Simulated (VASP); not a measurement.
A run of VASP 6.6.1 is set up as follows.

File INCAR:

```
SYSTEM = Ge
PREC = Accurate
ENCUT = 600
EDIFF = 1E-6
ISMEAR = 0
SIGMA = 0.1
LREAL = .False.
LASPH = .True.
NELM = 80
ALGO = Normal
ISIF = 3
LWAVE = .False.
LCHARG = .False.
GGA = PE
IBRION = 2
NSW = 90
EDIFFG = -0.04
```

The input KPOINTS:

```
regular mesh
0
Gamma
  4 4 4
  0 0 0
```

The input POSCAR:

```
Ge
1.0
    3.2933232300     -6.7873230600      0.0000000000
    3.2933232300      6.7873230600      0.0000000000
    0.0000000000      0.0000000000      3.8917994400
Ge
8
Direct
    0.1482151100      0.4813907700      0.0000000000
    0.8517848900      0.5186092300      0.0000000000
    0.5186092300      0.8517848900      0.0000000000
    0.4813907700      0.1482151100      0.0000000000
    0.9047290900      0.7263749900      0.5000000000
    0.0952709100      0.2736250100      0.5000000000
    0.2736250100      0.0952709100      0.5000000000
    0.7263749900      0.9047290900      0.5000000000
```

Potentials or basis: VASP PAW PBE potentials, release 64 (Ge_d).

Launch:

```sh
$ cat potpaw_PBE.64/Ge_d/POTCAR > POTCAR
$ mpirun -np 1 vasp_std > vasp.out
```

Estimate the band gap on the k mesh.

0.13 eV.

Predict the relaxed cell.

a = 7.819 Å, b = 7.819 Å, c = 4.108 Å, α = 90.00°, β = 90.00°, γ = 128.36°.

Predict the space group after relaxing (to 0.1 Å).

Cmmm (No. 65).

Step by step:
```tsv
step	energy change (eV)	largest force (eV/Å)	pressure (GPa)	volume (Å³)
1	0.0000	0.4533	9.23	173.99
2	-0.5098	0.2695	-2.58	207.44
3	-0.6110	0.1282	0.30	196.34
4	-0.6108	0.1348	-0.02	197.15
5	-0.6136	0.0292	-0.22	197.57
6	-0.6136	0.0350	-0.16	197.54
7	-0.6147	0.0091	-0.08	196.93
```

A k mesh can miss the band edges.
